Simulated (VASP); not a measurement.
# ZrAlPd3 (Pm-3m) in VASP: further runs, part 2 of 2

VASP 6.6.1.

### Step 4. Single point, r2SCAN

This run uses another cell than the first one, of 18.27 Å³/atom.

Input file POSCAR:

```
ZrAlPd3
1.0
    4.5037101201      0.0000000000      0.0000000000
    0.0000000000      4.5037101201      0.0000000000
    0.0000000000      0.0000000000      4.5037101201
Zr Al Pd
1 1 3
Direct
    0.0000000000      0.0000000000      0.0000000000
    0.5000000000      0.5000000000      0.5000000000
    0.0000000000      0.5000000000      0.5000000000
    0.5000000000      0.0000000000      0.5000000000
    0.5000000000      0.5000000000      0.0000000000
```

Input file INCAR.step1:

```
SYSTEM = ZrAlPd3
PREC = Accurate
ENCUT = 520
ISMEAR = 0
SIGMA = 0.1
LREAL = .False.
LASPH = .True.
NELM = 80
NBANDS = 30
GGA = PE
ALGO = Normal
EDIFF = 1E-4
LWAVE = .True.
LCHARG = .False.
```

Input file INCAR.step2:

```
SYSTEM = ZrAlPd3
PREC = Accurate
ENCUT = 520
EDIFF = 1E-7
ISMEAR = 0
SIGMA = 0.1
LREAL = .False.
LASPH = .True.
NELM = 80
ALGO = Normal
ISIF = 2
LWAVE = .False.
LCHARG = .False.
METAGGA = R2SCAN
LMIXTAU = .True.
NBANDS = 30
ISTART = 1
```

Input file KPOINTS:

```
regular mesh
0
Gamma
  8 8 8
  0 0 0
```

Potentials or basis: VASP PAW PBE potentials, release 64 (Zr_sv, Al, Pd).

Launch:

```console
cat potpaw_PBE.64/Zr_sv/POTCAR potpaw_PBE.64/Al/POTCAR potpaw_PBE.64/Pd/POTCAR > POTCAR
cp INCAR.step1 INCAR
mpirun -np 1 vasp_std > vasp.out
cp INCAR.step2 INCAR
mpirun -np 1 vasp_std > vasp.out
```

OUTCAR:

```text
SYSTEM = ZrAlPd3
   PREC = Accurate
   ENCUT = 520
   EDIFF = 1E-7
   ISMEAR = 0
   LREAL = .False.
   LASPH = .True.
   NELM = 80
   ISIF = 2
   METAGGA = R2SCAN
   ISTART = 1

 ion  position               nearest neighbor table
   1  0.000  0.000  0.000-   3 3.18   4 3.18   5 3.18   3 3.18   4 3.18   3 3.18   5 3.18   3 3.18
                             4 3.18   5 3.18   4 3.18   5 3.18
   2  0.500  0.500  0.500-   3 2.25   4 2.25   5 2.25   5 2.25   4 2.25   3 2.25
   3  0.000  0.500  0.500-   2 2.25   2 2.25   4 3.18   5 3.18   1 3.18   5 3.18   1 3.18   4 3.18
                             1 3.18   1 3.18   4 3.18   5 3.18   5 3.18   4 3.18
   4  0.500  0.000  0.500-   2 2.25   2 2.25   3 3.18   5 3.18   1 3.18   5 3.18   1 3.18   3 3.18
                             5 3.18   5 3.18   1 3.18   3 3.18   1 3.18   3 3.18
   5  0.500  0.500  0.000-   2 2.25   2 2.25   3 3.18   4 3.18   1 3.18   3 3.18   4 3.18   1 3.18
                             4 3.18   4 3.18   1 3.18   3 3.18   3 3.18   1 3.18

  LATTYP: Found a simple cubic cell.
 ALAT       =     4.5037101201

  Lattice vectors:

 A1 = (   4.5037101201,   0.0000000000,   0.0000000000)
 A2 = (   0.0000000000,   4.5037101201,   0.0000000000)
 A3 = (   0.0000000000,   0.0000000000,   4.5037101201)

Analysis of symmetry for initial positions (statically):
=====================================================================
 Subroutine PRICEL returns:
 Original cell was already a primitive cell.

 Routine SETGRP: Setting up the symmetry group for a
 simple cubic supercell.

 Subroutine GETGRP returns: Found 48 space group operations
 (whereof 48 operations were pure point group operations)
 out of a pool of 48 trial point group operations.

The static configuration has the point symmetry O_h .

Analysis of symmetry for dynamics (positions and initial velocities):
=====================================================================
 Subroutine PRICEL returns:
 Original cell was already a primitive cell.

[... 134 lines left out ...]
  volume/ion in A,a.u.               =      18.27       123.29
  Fermi-wavevector in a.u.,A,eV,Ry     =   1.292931  2.443285 22.744447  1.671670
  Thomas-Fermi vector in A             =   2.424608
   LORBIT       =      0    0 simple, 1 ext, 2 COOP (PROOUT), +10 PAW based schemes
   METAGGA = R2SCAN    functional components
   LHFCALC =     F    Hartree Fock is set to
   AEXX    =    0.0000 exact exchange contribution
   IVDW    =     0    specifies the selected vdW correction
   LEPSILON=     F    determine dielectric tensor
   LRPA    =     F    only Hartree local field effects (RPA)
 non-spin polarized calculation
 Gauss-broadening in eV      SIGMA  =   0.10
  energy-cutoff  :      520.00
  volume of cell :       91.35
 maximum number of plane-waves:      2517
 NGX is ok and might be reduce to    36
   NGX = 17   NGY = 17   NGZ = 17

 number of electron      44.9999995 magnetization

 Free energy of the ion-electron system (eV)
  ---------------------------------------------------
  ext. energy  EPLUGINS =         0.00000000
  ---------------------------------------------------
  free energy    TOTEN  =       -98.85036301 eV

  energy without entropy =      -98.82731923  energy(sigma->0) =      -98.83884112

 E-fermi :   8.4021     XC(G=0): -12.3665

 val. band max:        8.3978703795   @ k =   0.3750   0.0000   0.0000
 cond. band min:       8.4318129038   @ k =   0.3750   0.3750   0.1250
 fundamental gap:      0.0339425242
 Fermi energy:         8.4021100320

 k-point     1 :       0.0000    0.0000    0.0000
  band No.  band energies     occupation
      1     -44.0014      2.00000
      2     -21.1780      2.00000
      3     -21.1780      2.00000
      4     -21.1780      2.00000
      5      -0.7485      2.00000
      6       2.8743      2.00000
[... 781 lines left out ...]
     29      12.4622      0.00000
     30      14.4280      0.00000

 [... further k-points ...]

------------------------ aborting loop because EDIFF is reached ----------------------------------------

  FORCE on cell =-STRESS in cart. coord.  units (eV):
  Direction    XX          YY          ZZ          XY          YZ          ZX
  --------------------------------------------------------------------------------------
  -------------------------------------------------------------------------------------
  Total        0.1105180      0.1105180      0.1105180      0.0000000      0.0000000     -0.0000000
  in kB        1.9383509      1.9383509      1.9383509      0.0000000      0.0000000     -0.0000000
  external PRESSURE =       1.9383509 kB  Pullay stress =       0.0000000 kB

 VOLUME and BASIS-vectors are now :
 -----------------------------------------------------------------------------
  energy-cutoff  :      520.00
  volume of cell :       91.35
      direct lattice vectors                 reciprocal lattice vectors
     4.503710120  0.000000000  0.000000000     0.222039157  0.000000000  0.000000000
     0.000000000  4.503710120  0.000000000     0.000000000  0.222039157  0.000000000
     0.000000000  0.000000000  4.503710120     0.000000000  0.000000000  0.222039157

 POSITION                                       TOTAL-FORCE (eV/Angst)
 -----------------------------------------------------------------------------------
      0.00000      0.00000      0.00000         0.000000      0.000000      0.000000
      2.25186      2.25186      2.25186         0.000000      0.000000      0.000000
      0.00000      2.25186      2.25186         0.000000      0.000000      0.000000
      2.25186      0.00000      2.25186         0.000000      0.000000      0.000000
      2.25186      2.25186      0.00000         0.000000      0.000000      0.000000
 -----------------------------------------------------------------------------------
    total drift:                                0.000000      0.000000      0.000000

  FREE ENERGIE OF THE ION-ELECTRON SYSTEM (eV)
  ---------------------------------------------------
  free  energy   TOTEN  =       -98.8503630094 eV

  energy  without entropy=      -98.8273192301  energy(sigma->0) =      -98.83884112
```

OSZICAR.step1:

```text
N       E                     dE             d eps       ncg     rms          rms(c)
DAV:   1     0.313700203004E+03    0.31370E+03   -0.22394E+04  2100   0.142E+03
DAV:   2    -0.185845604750E+02   -0.33228E+03   -0.31856E+03  2316   0.341E+02
DAV:   3    -0.317176382747E+02   -0.13133E+02   -0.12955E+02  3196   0.637E+01
DAV:   4    -0.321164414395E+02   -0.39880E+00   -0.39745E+00  2808   0.819E+00
DAV:   5    -0.321226895169E+02   -0.62481E-02   -0.62470E-02  2864   0.104E+00    0.124E+01
DAV:   6    -0.286090288031E+02    0.35137E+01   -0.51836E+00  2320   0.125E+01    0.512E+00
DAV:   7    -0.284855361773E+02    0.12349E+00   -0.18702E+00  2496   0.870E+00    0.235E+00
DAV:   8    -0.284209479693E+02    0.64588E-01   -0.22863E-01  2504   0.328E+00    0.130E+00
DAV:   9    -0.284152644473E+02    0.56835E-02   -0.81063E-02  2300   0.170E+00    0.592E-01
DAV:  10    -0.284106967586E+02    0.45677E-02   -0.25206E-02  2690   0.916E-01    0.281E-01
DAV:  11    -0.284085265865E+02    0.21702E-02   -0.32832E-03  2506   0.363E-01    0.941E-02
DAV:  12    -0.284084951538E+02    0.31433E-04   -0.61994E-04  2604   0.131E-01
   1 F= -.28408495E+02 E0= -.28396455E+02  d E =-.240812E-01
```

It took 2.5 min on 1 thread of Intel Xeon 6975P-C (Granite Rapids), shared host; peak memory 0.27 GiB.

Results:

| Property | Result |
| --- | --- |
| Free energy | -98.8504 eV |
| Pressure | 0.2 GPa |
| Band gap on the k mesh | zero (an odd number of electrons rules out a gap without spin polarisation) |

Caveat: the PAW data sets were made with another functional, which shifts forces and pressure a little.

### Step 5. Relaxation of cell and atoms, r2SCAN

Edit POSCAR of step 4 so:

```diff
@@ -2,5 +2,5 @@
 1.0
-    4.5037101201      0.0000000000      0.0000000000
-    0.0000000000      4.5037101201      0.0000000000
-    0.0000000000      0.0000000000      4.5037101201
+    4.1245945730      0.0000000000      0.0000000000
+    0.0000000000      4.1245945730      0.0000000000
+    0.0000000000      0.0000000000      4.1245945730
 Zr Al Pd
```

Input file INCAR.step1:

```
PREC     = Accurate       # precision mode
ENCUT    = 600            # plane-wave cutoff, eV
ISMEAR   = 0              # smearing method
SIGMA    = 0.1            # smearing width, eV
LREAL    = False          # projectors in reciprocal space
LASPH    = True           # aspherical terms in the spheres
NELM     = 80             # most SCF steps
GGA      = PE             # functional
ALGO     = Normal         # electronic algorithm
EDIFF    = 1E-4           # SCF threshold, eV
LWAVE    = True           # write WAVECAR
LCHARG   = False          # write CHGCAR
```

Input file INCAR.step2:

```
PREC     = Accurate       # precision mode
ENCUT    = 600            # plane-wave cutoff, eV
EDIFF    = 1E-7           # SCF threshold, eV
ISMEAR   = 0              # smearing method
SIGMA    = 0.1            # smearing width, eV
LREAL    = False          # projectors in reciprocal space
LASPH    = True           # aspherical terms in the spheres
NELM     = 80             # most SCF steps
ALGO     = Normal         # electronic algorithm
ISIF     = 3              # what is computed and relaxed
LWAVE    = False          # write WAVECAR
LCHARG   = False          # write CHGCAR
METAGGA  = R2SCAN         # meta-GGA
LMIXTAU  = True         
IBRION   = 2              # ionic algorithm
NSW      = 90             # ionic steps
EDIFFG   = -0.04          # ionic threshold
ISTART   = 1
```

Input file KPOINTS:

```
Automatic mesh
0
Gamma
  4 4 4
```

Launch:

```console
cat potpaw_PBE.64/Zr_sv/POTCAR potpaw_PBE.64/Al/POTCAR potpaw_PBE.64/Pd/POTCAR > POTCAR
cp INCAR.step1 INCAR
mpirun -np 1 vasp_std > vasp.out
cp INCAR.step2 INCAR
mpirun -np 1 vasp_std > vasp.out
```

Wall time 5.1 min (1 thread of Intel Xeon 6975P-C (Granite Rapids), shared host); peak memory 0.24 GiB.

It converged, with:

* Free energy: -98.9005 eV
* Relaxed volume: 18.27 Å³/atom
* Relaxed cell: a = 4.504 Å, b = 4.504 Å, c = 4.504 Å, α = 90.00°, β = 90.00°, γ = 90.00°
* Space group after relaxing (to 0.1 Å): Pm-3m (No. 221)
* Energy gained by relaxing: 634.0 meV/atom
* Ionic steps: 5
* Pressure after relaxing: 0.0 GPa
* Band gap on the k mesh: zero (an odd number of electrons rules out a gap without spin polarisation)

The path:
```csv
step,energy change (eV),largest force (eV/Å),pressure (GPa),volume (Å³)
1,0.0000,0.0000,61.41,70.17
2,1.2448,0.0000,-18.92,140.19
3,-3.1401,0.0000,-3.43,94.07
4,-3.1666,0.0000,-1.18,92.25
5,-3.1699,0.0000,0.02,91.35
```

Final structure:
```cif
data_structure
_symmetry_space_group_name_H-M 'P 1'
_symmetry_Int_Tables_number 1
_cell_length_a 4.5037
_cell_length_b 4.5037
_cell_length_c 4.5037
_cell_angle_alpha 90.000
_cell_angle_beta 90.000
_cell_angle_gamma 90.000
_cell_volume 91.35
loop_
_atom_site_label
_atom_site_type_symbol
_atom_site_fract_x
_atom_site_fract_y
_atom_site_fract_z
_atom_site_occupancy
Zr1 Zr 0.00000 0.00000 0.00000 1
Al1 Al 0.50000 0.50000 0.50000 1
Pd1 Pd 0.00000 0.50000 0.50000 1
Pd2 Pd 0.50000 0.00000 0.50000 1
Pd3 Pd 0.50000 0.50000 0.00000 1
```

Levels at points of the mesh, in eV from the Fermi level:
```csv
k point,band 21,band 22,band 23,band 24,band 25,band 26
"(0.00, 0.00, 0.00)",-0.46,-0.46,-0.46,0.68,0.68,1.94
"(0.50, 0.00, 0.00)",-1.86,-0.14,-0.14,0.55,1.24,1.85
"(0.50, 0.50, 0.00)",-1.82,-0.66,-0.66,0.40,0.40,1.26
"(0.50, 0.50, 0.50)",-0.30,-0.30,-0.30,-0.26,-0.26,-0.26
```

Caveat: the k points lie up to 0.35 Å⁻¹ apart in the final cell, too coarse for converged energies and pressures of a metal; the volume moved by over 15 % at a fixed basis, so the end points are rough; the PAW data sets were made with another functional, which shifts forces and pressure a little.

### Step 6. Overview

| task | cell | k mesh | cutoff (eV) | gap on the mesh (eV) | pressure (GPa) |
| --- | --- | --- | --- | --- | --- |
| single point | a = 4.125 Å, 5 atoms | 4 × 4 × 4 | 520 | none | 61.4 |
| single point | a = 4.501 Å, 5 atoms | 4 × 4 × 4 | 520 | none | 0.2 |
| single point | a = 4.504 Å, 5 atoms | 8 × 8 × 8 | 520 | none | 0.2 |
| relaxation of cell and atoms | relaxed from a = 4.125 Å, 5 atoms | 4 × 4 × 4 | 600 | none | 0.0 |

Alike in all rows: level r2SCAN; potentials or basis VASP PAW PBE potentials, release 64 (Zr_sv, Al, Pd); no spin polarisation; smearing gaussian 0.1 eV.

Caveats: some runs use coarse meshes; the PAW data sets were made with another functional, which shifts forces and pressure a little; the volume moved by over 15 % at a fixed basis, so the end points are rough (at least some runs).

Total energies depend on the potentials used, so only differences within one code and one set of settings carry meaning.
